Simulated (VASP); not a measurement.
# N in VASP: a series of runs, part 3 of 3

VASP 6.6.1. Earlier steps stand in the parts before.

## Step 5: Electric field gradients, PBEsol (44.17 Å³/atom)

This run uses another cell than the first one, of 44.17 Å³/atom.

The input, INCAR:

```
SYSTEM = N
PREC     = Accurate       ! precision mode
ENCUT    = 520            ! plane-wave cutoff, eV
EDIFF    = 1E-8           ! SCF threshold, eV
ISMEAR   = -1             ! smearing method
SIGMA    = 0.02           ! smearing width, eV
LREAL    = .False.        ! projectors in reciprocal space
LASPH    = .True.         ! aspherical terms in the spheres
NELM     = 80             ! most SCF steps
ALGO     = Normal         ! electronic algorithm
ISIF     = 2              ! what is computed and relaxed
LWAVE    = .False.        ! write WAVECAR
LCHARG   = .False.        ! write CHGCAR
GGA      = PS             ! functional
LEFG     = .True.       
NBANDS   = 18             ! bands
```

The input, KPOINTS:

```
Automatic mesh
0
Gamma
  4 4 4
  0 0 0
```

The input, POSCAR:

```
N
1.0
    5.6110861060      0.0000000000      0.0000000000
    0.0000000000      5.6110861060      0.0000000000
    0.0000000000      0.0000000000      5.6110861060
N
4
Direct
    0.0300000000      0.0300000000      0.0300000000
    0.4700000000      0.9700000000      0.5300000000
    0.5300000000      0.4700000000      0.9700000000
    0.9700000000      0.5300000000      0.4700000000
```

Potentials or basis: VASP PAW PBE potentials, release 64 (N).

Started as:

```sh
cat potpaw_PBE.64/N/POTCAR > POTCAR
mpirun -np 1 vasp_std > vasp.out
```

OUTCAR:

```text
SYSTEM = N
   PREC = Accurate
   ENCUT = 520
   EDIFF = 1E-8
   ISMEAR = -1
   LREAL = .False.
   LASPH = .True.
   NELM = 80
   ISIF = 2
   GGA = PS

 ion  position               nearest neighbor table
   1  0.030  0.030  0.030-
   2  0.470  0.970  0.530-
   3  0.530  0.470  0.970-
   4  0.970  0.530  0.470-

  LATTYP: Found a simple cubic cell.
 ALAT       =     5.6110861060

  Lattice vectors:

[... 441 lines left out ...]

 Electric field gradients (V/A^2)
---------------------------------------------------------------------
 ion       V_xx      V_yy      V_zz      V_xy      V_xz      V_yz
---------------------------------------------------------------------
   1       0.000     0.000    -0.000    -3.128    -3.128    -3.128
   2       0.000    -0.000    -0.000    -3.128     3.128     3.128
   3       0.000     0.000    -0.000     3.128     3.128    -3.128
   4       0.000    -0.000    -0.000     3.128    -3.128     3.128
---------------------------------------------------------------------

 Electric field gradients after diagonalization (V/A^2)
 (convention: |V_zz| > |V_xx| > |V_yy|)
----------------------------------------------------------------------
 ion       V_xx      V_yy      V_zz     asymmetry (V_yy - V_xx)/ V_zz
----------------------------------------------------------------------
   1       3.128     3.128    -6.257       0.000
   2       3.128     3.128    -6.257       0.000
   3       3.128     3.128    -6.257       0.000
   4       3.128     3.128    -6.257       0.000
----------------------------------------------------------------------

           NMR quadrupolar parameters

 Cq : quadrupolar parameter    Cq=e*Q*V_zz/h
 eta: asymmetry parameters     (V_yy - V_xx)/ V_zz
 Q  : nuclear electric quadrupole moment in mb (millibarn)
----------------------------------------------------------------------
 ion       Cq(MHz)       eta       Q (mb)
----------------------------------------------------------------------
   1      -0.015       0.000       1.000
   2      -0.015       0.000       1.000
   3      -0.015       0.000       1.000
   4      -0.015       0.000       1.000
----------------------------------------------------------------------
```

stdout:

```text
POSCAR found type information on POSCAR N
 POSCAR found :  1 types and       4 ions
 scaLAPACK will be used
 -----------------------------------------------------------------------------
|                                                                             |
|                                                                             |
|     You enforced a specific xc type in the INCAR file but a different       |
|     I HOPE YOU KNOW WHAT YOU ARE DOING!                                     |
|                                                                             |
 -----------------------------------------------------------------------------

 LDA part: xc-table for (Slater+PW92), standard interpolation
 POSCAR, INCAR and KPOINTS ok, starting setup
 FFT: planning ... GRIDC
 FFT: planning ... GRID_SOFT
 FFT: planning ... GRID
 WAVECAR not read
 entering main loop
ion   1

ion   2

ion   3

ion   4
```

It took 46 s on 1 thread of Intel Xeon 8259CL, shared host; peak memory 0.25 GiB.

Results:

* Free energy: -2.6531 eV
* Pressure: -4.4 GPa
* Largest force: 0.406 eV/Å
* Band gap on the k mesh: zero (bands 10 and 11 overlap by 0.16 eV)
* Largest electric field gradient by atom: N -6.3 V/Å²

Forces on the atoms (eV/Å):
```
N    0.234  0.234  0.234
N   -0.234 -0.234  0.234
N    0.234 -0.234 -0.234
N   -0.234  0.234 -0.234
```

Electric field gradients, principal values (V/Å²):
```csv
atom,least,middle,greatest (by size)
1 N,3.128,3.128,-6.257
2 N,3.128,3.128,-6.257
3 N,3.128,3.128,-6.257
4 N,3.128,3.128,-6.257
```

Caveat: the cell stands under tension; without QUAD_EFG the Cq values of the log hold for a quadrupole moment of 1 mb, not for the nuclei; the PAW data sets were made with another functional, which shifts forces and pressure a little.

## Step 6: Electric field gradients, PBEsol

This run uses another cell than the first one, of 45.07 Å³/atom.

The input, INCAR:

```
ALGO = Normal ; EDIFF = 1E-8
ENCUT = 520 ; GGA = PS
ISIF = 2 ; ISMEAR = -1
LASPH = T ; LCHARG = F
LEFG = T ; LREAL = F
LWAVE = F ; NBANDS = 18
NELM = 80 ; PREC = Accurate
SIGMA = 0.02
```

The input, KPOINTS:

```
k-points
0
Gamma
  4 4 4
```

The input, POSCAR:

```
N
1.0
    5.6490000000      0.0000000000      0.0000000000
    0.0000000000      5.6490000000      0.0000000000
    0.0000000000      0.0000000000      5.6490000000
N
4
Direct
    0.0300000000      0.0300000000      0.0300000000
    0.4700000000      0.9700000000      0.5300000000
    0.5300000000      0.4700000000      0.9700000000
    0.9700000000      0.5300000000      0.4700000000
```

Potentials or basis: VASP PAW PBE potentials, release 64 (N).

Started as:

```sh
cat potpaw_PBE.64/N/POTCAR > POTCAR
mpirun -np 1 vasp_std > vasp.out
```

OUTCAR:

```text
EDIFF = 1E-8
   ENCUT = 520
   GGA = PS
   ISIF = 2
   ISMEAR = -1
   LASPH = T
   LREAL = F
   NELM = 80
   PREC = Accurate

 ion  position               nearest neighbor table
   1  0.030  0.030  0.030-
   2  0.470  0.970  0.530-
   3  0.530  0.470  0.970-
   4  0.970  0.530  0.470-

  LATTYP: Found a simple cubic cell.
 ALAT       =     5.6490000000

  Lattice vectors:

 A1 = (   5.6490000000,   0.0000000000,   0.0000000000)
 A2 = (   0.0000000000,   5.6490000000,   0.0000000000)
 A3 = (   0.0000000000,   0.0000000000,   5.6490000000)

Analysis of symmetry for initial positions (statically):
=====================================================================
 Subroutine PRICEL returns:
 Original cell was already a primitive cell.

 Routine SETGRP: Setting up the symmetry group for a
 simple cubic supercell.

 Subroutine GETGRP returns: Found 12 space group operations
[... 414 lines left out ...]
 -----------------------------------------------------------------------------------
      0.16947      0.16947      0.16947         0.226406      0.226406      0.226406
      2.65503      5.47953      2.99397        -0.226406     -0.226406      0.226406
      2.99397      2.65503      5.47953         0.226406     -0.226406     -0.226406
      5.47953      2.99397      2.65503        -0.226406      0.226406     -0.226406
 -----------------------------------------------------------------------------------
    total drift:                                0.000000      0.000000      0.000000

  FREE ENERGIE OF THE ION-ELECTRON SYSTEM (eV)
  ---------------------------------------------------
  free  energy   TOTEN  =        -2.5584841208 eV

  energy  without entropy=       -2.5196508396  energy(sigma->0) =       -2.53906748

 Electric field gradients (V/A^2)
---------------------------------------------------------------------
 ion       V_xx      V_yy      V_zz      V_xy      V_xz      V_yz
---------------------------------------------------------------------
   1       0.000     0.000    -0.000    -3.034    -3.034    -3.034
   2       0.000     0.000    -0.000    -3.034     3.034     3.034
   3       0.000     0.000    -0.000     3.034     3.034    -3.034
   4       0.000     0.000    -0.000     3.034    -3.034     3.034
---------------------------------------------------------------------

 Electric field gradients after diagonalization (V/A^2)
 (convention: |V_zz| > |V_xx| > |V_yy|)
----------------------------------------------------------------------
 ion       V_xx      V_yy      V_zz     asymmetry (V_yy - V_xx)/ V_zz
----------------------------------------------------------------------
   1       3.034     3.034    -6.069       0.000
   2       3.034     3.034    -6.069       0.000
   3       3.034     3.034    -6.069       0.000
   4       3.034     3.034    -6.069       0.000
----------------------------------------------------------------------

           NMR quadrupolar parameters

 Cq : quadrupolar parameter    Cq=e*Q*V_zz/h
 eta: asymmetry parameters     (V_yy - V_xx)/ V_zz
 Q  : nuclear electric quadrupole moment in mb (millibarn)
----------------------------------------------------------------------
 ion       Cq(MHz)       eta       Q (mb)
----------------------------------------------------------------------
   1      -0.015       0.000       1.000
   2      -0.015       0.000       1.000
   3      -0.015       0.000       1.000
   4      -0.015       0.000       1.000
----------------------------------------------------------------------
```

It took 47 s on 1 thread of Intel Xeon 8259CL, shared host; peak memory 0.25 GiB.

Results:

* Free energy: -2.5585 eV
* Pressure: -4.1 GPa
* Largest force: 0.392 eV/Å
* Band gap on the k mesh: zero (bands 10 and 11 overlap by 0.16 eV)
* Largest electric field gradient by atom: N -6.1 V/Å²

Forces on the atoms (eV/Å):
```
N    0.226  0.226  0.226
N   -0.226 -0.226  0.226
N    0.226 -0.226 -0.226
N   -0.226  0.226 -0.226
```

Electric field gradients, principal values (V/Å²):
```tsv
atom	least	middle	greatest (by size)
1 N	3.034	3.034	-6.069
2 N	3.034	3.034	-6.069
3 N	3.034	3.034	-6.069
4 N	3.034	3.034	-6.069
```

Caveat: the cell stands under tension; without QUAD_EFG the Cq values of the log hold for a quadrupole moment of 1 mb, not for the nuclei; the PAW data sets were made with another functional, which shifts forces and pressure a little.

## Step 7: Overview

| cell | gap on the mesh (eV) | pressure (GPa) | largest force (eV/Å) |
| --- | --- | --- | --- |
| a = 5.649, b = 5.649, c = 5.705 Å, 4 atoms | none | -4.0 | 0.39 |
| a = 5.534 Å, 4 atoms | none | -4.8 | 0.43 |
| a = 5.611 Å, 4 atoms | none | -4.4 | 0.41 |
| a = 5.649 Å, 4 atoms | none | -4.1 | 0.39 |

Alike in all rows: task electric field gradients; level PBEsol; potentials or basis VASP PAW PBE potentials, release 64 (N); no spin polarisation; k mesh 4 × 4 × 4; cutoff (eV) 520; smearing fermi-dirac 0.02 eV.

Caveats: the cell stands under tension; the PAW data sets were made with another functional, which shifts forces and pressure a little.

Total energies depend on the potentials used, so only differences within one code and one set of settings carry meaning.
